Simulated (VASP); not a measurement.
# MgZn2 (P-62m) in VASP: a series of runs

MgZn2 is run at these levels: LDA; tasks: single point.

Everything below comes from runs of VASP 6.6.1. Logs are shortened: lines on timing, memory, paths and dates and some standing lists are left out, and cuts for length are marked.

**1. The cell of the first run**

The structure is hexagonal, space group P-62m (No. 189). Conventional cell: a = 4.973 Å, b = 4.973 Å, c = 4.773 Å, α = 90.00°, β = 90.00°, γ = 120.00°. Mg (site symmetry -6) has 3 Mg at 2.87 Å and 9 Zn at 2.87 to 2.93 Å within 3.8 Å. Zn (site symmetry m2m) has 8 Zn at 2.75 to 2.93 Å and 4 Mg at 2.93 Å within 3.6 Å. Within 3.8 Å of Zn (site symmetry -62m) lie 6 Zn at 2.87 Å and 6 Mg at 2.87 Å.

**2. Single point, LDA**

INCAR reads:

```
SYSTEM = MgZn2
ALGO = Normal
EDIFF = 1E-6
ENCUT = 520
ISIF = 2
ISMEAR = 1
LASPH = .True.
LCHARG = .False.
LREAL = .False.
LWAVE = .False.
NBANDS = 35
NELM = 80
PREC = Accurate
SIGMA = 0.15
```

KPOINTS reads:

```
k-points
0
Gamma
  5 5 5
  0 0 0
```

POSCAR reads:

```
MgZn2
1.0
    4.9727870000      0.0000000000      0.0000000000
   -2.4863940000      4.3065600000      0.0000000000
    0.0000000000      0.0000000000      4.7728970000
Mg Zn
2 4
Direct
    0.6666670000      0.3333330000      0.5000000000
    0.3333330000      0.6666670000      0.5000000000
    0.0000000000      0.3196200000      0.0000000000
    0.6803800000      0.6803800000      0.0000000000
    0.3196200000      0.0000000000      0.0000000000
    0.0000000000      0.0000000000      0.5000000000
```

Potentials or basis: VASP PAW LDA potentials, release 64 (Mg, Zn).

Launch:

```bash
$ cat potpaw_LDA.64/Mg/POTCAR potpaw_LDA.64/Zn/POTCAR > POTCAR
$ mpirun -np 1 vasp_std > vasp.out
```

OUTCAR:

```text
SYSTEM = MgZn2
   EDIFF = 1E-6
   ENCUT = 520
   ISIF = 2
   ISMEAR = 1
   LASPH = .True.
   LREAL = .False.
   NELM = 80
   PREC = Accurate

 ion  position               nearest neighbor table
   1  0.667  0.333  0.500-   2 2.87   2 2.87   6 2.87   6 2.87   6 2.87   2 2.87   3 2.93   3 2.93
                             5 2.93   5 2.93   4 2.93   4 2.93
   2  0.333  0.667  0.500-   1 2.87   1 2.87   6 2.87   6 2.87   6 2.87   1 2.87   5 2.93   5 2.93
                             3 2.93   3 2.93   4 2.93   4 2.93
   3  0.000  0.320  0.000-   4 2.75   5 2.75   6 2.87   6 2.87   1 2.93   1 2.93   2 2.93   2 2.93
                             4 2.93   5 2.93   5 2.93   4 2.93
   4  0.680  0.680  0.000-   5 2.75   3 2.75   6 2.87   6 2.87   2 2.93   2 2.93   1 2.93   1 2.93
                             3 2.93   5 2.93   5 2.93   3 2.93
   5  0.320  0.000  0.000-   4 2.75   3 2.75   6 2.87   6 2.87   2 2.93   2 2.93   1 2.93   1 2.93
                             3 2.93   4 2.93   3 2.93   4 2.93
   6  0.000  0.000  0.500-   4 2.87   4 2.87   5 2.87   5 2.87   3 2.87   3 2.87   1 2.87   2 2.87
                             1 2.87   2 2.87   1 2.87   2 2.87

  LATTYP: Found a hexagonal cell.
 ALAT       =     4.9727870000
 C/A-ratio  =     0.9598032250

  Lattice vectors:

 A1 = (   4.9727870000,   0.0000000000,   0.0000000000)
 A2 = (  -2.4863940000,   4.3065600000,   0.0000000000)
 A3 = (   0.0000000000,   0.0000000000,   4.7728970000)

Analysis of symmetry for initial positions (statically):
=====================================================================
 Subroutine PRICEL returns:
 Original cell was already a primitive cell.

 Routine SETGRP: Setting up the symmetry group for a
 hexagonal supercell.

 Subroutine GETGRP returns: Found 12 space group operations
 (whereof 12 operations were pure point group operations)
 out of a pool of 24 trial point group operations.

The static configuration has the point symmetry D_3h.

Analysis of symmetry for dynamics (positions and initial velocities):
=====================================================================
 Subroutine PRICEL returns:
 Original cell was already a primitive cell.

 Routine SETGRP: Setting up the symmetry group for a
 hexagonal supercell.

 Subroutine GETGRP returns: Found 12 space group operations
 (whereof 12 operations were pure point group operations)
 out of a pool of 24 trial point group operations.

The dynamic configuration has the point symmetry D_3h.
[... 98 lines left out ...]
   LREAL  =      F    real-space projection
   EDIFFG = 0.1E-04   stopping-criterion for IOM
   NSW    =      0    number of steps for IOM
   IBRION =     -1    ionic relax: 0-MD 1-quasi-New 2-CG
   NFREE  =      0    steps in history (QN), initial steepest desc. (CG)
   ISIF   =      2    stress and relaxation
   ISYM   =      2    0-nonsym 1-usesym 2-fastsym
   POTIM  = 0.5000    time-step for ionic-motion
   TEBEG  =    0.0;   TEEND  =   0.0 temperature during run
   PSTRESS=    0.0 pullay stress
   NELECT =      52.0000    total number of electrons
   NUPDOWN=      -1.0000    fix difference up-down
   EMIN   =  10.00;   EMAX   =-10.00  energy-range for DOS
   EFERMI =   0.00;   METHOD = LEGACY
   ISMEAR =     1;   SIGMA  =   0.15  broadening in eV -4-tet -1-fermi 0-gaus
   EFERMI_NEDOS =   21; number of points for ismear=-14 and -15
   IALGO  =     38    algorithm
   IMIX   =      4    mixing-type and parameters
     AMIX     =   0.40;   BMIX     =  1.00
     AMIX_MAG =   1.60;   BMIX_MAG =  1.00
  volume/ion in A,a.u.               =      17.04       114.96
  Fermi-wavevector in a.u.,A,eV,Ry     =   1.306888  2.469661 23.238166  1.707957
  Thomas-Fermi vector in A             =   2.437660
   LORBIT       =      0    0 simple, 1 ext, 2 COOP (PROOUT), +10 PAW based schemes
   GGA     = CA    functional components
   LHFCALC =     F    Hartree Fock is set to
   AEXX    =    0.0000 exact exchange contribution
   IVDW    =     0    specifies the selected vdW correction
   LEPSILON=     F    determine dielectric tensor
   LRPA    =     F    only Hartree local field effects (RPA)
 non-spin polarized calculation
 Methfessel and Paxton  Order N= 1 SIGMA  =   0.15
  energy-cutoff  :      520.00
  volume of cell :      102.21
 maximum number of plane-waves:      2766
 NGX is ok and might be reduce to    40
   NGX = 19   NGY = 19   NGZ = 17

 number of electron      52.0000031 magnetization

 Free energy of the ion-electron system (eV)
  ---------------------------------------------------
  ext. energy  EPLUGINS =         0.00000000
  ---------------------------------------------------
  free energy    TOTEN  =       -11.30892373 eV

  energy without entropy =      -11.30615385  energy(sigma->0) =      -11.30800044

 E-fermi :   2.9869     XC(G=0): -10.7533

 val. band max:        2.9465377675   @ k =   0.2000   0.0000   0.4000
 cond. band min:       3.0505131044   @ k =   0.4000   0.2000   0.0000
 fundamental gap:      0.1039753369
 Fermi energy:         2.9869456299

 k-point     1 :       0.0000    0.0000    0.0000
  band No.  band energies     occupation
      1      -6.3970      2.00000
      2      -5.0592      2.00000
      3      -4.8529      2.00000
      4      -4.8529      2.00000
      5      -4.8118      2.00000
      6      -4.7929      2.00000
[... 559 lines left out ...]
     34       9.7946      0.00000
     35      10.7597      0.00000

------------------------ aborting loop because EDIFF is reached ----------------------------------------

  FORCE on cell =-STRESS in cart. coord.  units (eV):
  Direction    XX          YY          ZZ          XY          YZ          ZX
  --------------------------------------------------------------------------------------
  -------------------------------------------------------------------------------------
  Total       -3.3596650     -3.3596652     -4.7259327      0.0000004      0.0000000     -0.0000000
  in kB      -52.6616110    -52.6616142    -74.0773937      0.0000061      0.0000000     -0.0000000
  external PRESSURE =     -59.8002063 kB  Pullay stress =       0.0000000 kB

 VOLUME and BASIS-vectors are now :
 -----------------------------------------------------------------------------
  energy-cutoff  :      520.00
  volume of cell :      102.21
      direct lattice vectors                 reciprocal lattice vectors
     4.972787000  0.000000000  0.000000000     0.201094477  0.116101970  0.000000000
    -2.486394000  4.306560000  0.000000000     0.000000000  0.232203894  0.000000000
     0.000000000  0.000000000  4.772897000     0.000000000  0.000000000  0.209516359

 POSITION                                       TOTAL-FORCE (eV/Angst)
 -----------------------------------------------------------------------------------
      2.48640      1.43552      2.38645        -0.000000     -0.000000      0.000000
     -0.00000      2.87104      2.38645        -0.000000      0.000000      0.000000
     -0.79470      1.37646      0.00000         0.076220     -0.132017      0.000000
      1.69169      2.93010      0.00000         0.076220      0.132017     -0.000000
      1.58940      0.00000      0.00000        -0.152440     -0.000000      0.000000
      0.00000      0.00000      2.38645        -0.000000      0.000000      0.000000
 -----------------------------------------------------------------------------------
    total drift:                                0.000001     -0.000002      0.000000

  FREE ENERGIE OF THE ION-ELECTRON SYSTEM (eV)
  ---------------------------------------------------
  free  energy   TOTEN  =       -11.3089237273 eV

  energy  without entropy=      -11.3061538522  energy(sigma->0) =      -11.30800044
```

OSZICAR:

```text
N       E                     dE             d eps       ncg     rms          rms(c)
DAV:   1     0.306290420814E+03    0.30629E+03   -0.24200E+04  1050   0.196E+03
DAV:   2     0.951220747247E+01   -0.29678E+03   -0.28795E+03  1050   0.382E+02
DAV:   3    -0.115425191175E+02   -0.21055E+02   -0.20780E+02  1142   0.110E+02
DAV:   4    -0.118876671170E+02   -0.34515E+00   -0.34468E+00  1167   0.141E+01
DAV:   5    -0.118896970270E+02   -0.20299E-02   -0.20298E-02  1142   0.912E-01    0.480E+00
DAV:   6    -0.113723051546E+02    0.51739E+00   -0.27642E+00  1250   0.256E+01    0.371E+00
DAV:   7    -0.113305975436E+02    0.41708E-01   -0.16198E-01  1221   0.542E+00    0.183E+00
DAV:   8    -0.113096904055E+02    0.20907E-01   -0.22715E-02  1123   0.154E+00    0.205E-01
DAV:   9    -0.113089986238E+02    0.69178E-03   -0.17656E-03  1330   0.142E+00    0.641E-02
DAV:  10    -0.113089183272E+02    0.80297E-04   -0.58286E-04  1225   0.409E-01    0.353E-02
DAV:  11    -0.113089240172E+02   -0.56901E-05   -0.16846E-04  1120   0.129E-01    0.140E-02
DAV:  12    -0.113089250022E+02   -0.98500E-06   -0.55066E-05  1236   0.104E-01    0.113E-02
DAV:  13    -0.113089235165E+02    0.14857E-05   -0.97263E-06  1086   0.967E-02    0.190E-03
DAV:  14    -0.113089237273E+02   -0.21080E-06   -0.25509E-06   818   0.304E-02
   1 F= -.11308924E+02 E0= -.11308000E+02  d E =-.276988E-02
```

Run time: 45 s. Hardware: 1 thread of Intel Xeon Platinum 8259CL at 2.50GHz (Skylake/Cascade Lake), shared host; peak memory 0.21 GiB.

What came out:

- Free energy: -11.3089 eV
- Pressure: -6.0 GPa
- Largest force: 0.152 eV/Å
- Band gap on the k mesh: zero (band 26 reaches 3.39 eV, above the bottom of band 27 at 2.39 eV)

Forces in eV/Å, atoms in the order of the input:
```
Mg   0.000  0.000  0.000
Mg   0.000  0.000  0.000
Zn   0.076 -0.132  0.000
Zn   0.076  0.132  0.000
Zn  -0.152  0.000  0.000
Zn   0.000  0.000  0.000
```

Levels at points of the mesh, in eV from the Fermi level:
| k point | band 23 | band 24 | band 25 | band 26 | band 27 | band 28 | band 29 | band 30 |
| --- | --- | --- | --- | --- | --- | --- | --- | --- |
| (0.00, 0.00, 0.00) | -2.22 | -1.36 | -1.36 | -0.51 | -0.51 | -0.51 | 0.07 | 4.52 |

**3. Single point, LDA**

INCAR reads:

```
SYSTEM = MgZn2
ALGO = Normal
EDIFF = 1E-7
ENCUT = 520
GGA = CA
ISIF = 2
ISMEAR = 1
LASPH = .True.
LCHARG = .True.
LELF = .True.
LREAL = .False.
LVHAR = .True.
LWAVE = .False.
NBANDS = 35
NELM = 60
PREC = Accurate
SIGMA = 0.15
```

KPOINTS is that of step 2.

POSCAR is that of step 2.

Potentials or basis: VASP PAW LDA potentials, release 64 (Mg, Zn).

Launch:

```bash
$ cat potpaw_LDA.64/Mg/POTCAR potpaw_LDA.64/Zn/POTCAR > POTCAR
$ mpirun -np 1 vasp_std > vasp.out
```

Wall time 54 s (1 thread of Intel Xeon Platinum 8259CL at 2.50GHz (Skylake/Cascade Lake), shared host); peak memory 0.21 GiB.

The run converged. Its results:

```yaml
Free_energy: -11.3089 eV
Pressure: -6.1 GPa
Largest_force: 0.153 eV/Å
Band_gap_on_the_k_mesh: zero (band 26 reaches 3.39 eV, above the bottom of band 27 at 2.39 eV)
```

Forces on the atoms (eV/Å):
```
Mg   0.000  0.000  0.000
Mg   0.000  0.000  0.000
Zn   0.076 -0.132  0.000
Zn   0.076  0.132  0.000
Zn  -0.153  0.000  0.000
Zn   0.000  0.000  0.000
```

Stress tensor (GPa, compression positive):
```
-5.34  0.00  0.00
 0.00 -5.34  0.00
 0.00  0.00 -7.48
```

Levels at points of the mesh, in eV from the Fermi level:
```
           k point  band 24  band 25  band 26  band 27  band 28  band 29
(0.00, 0.00, 0.00)    -1.36    -1.36    -0.51    -0.51    -0.51     0.07
```
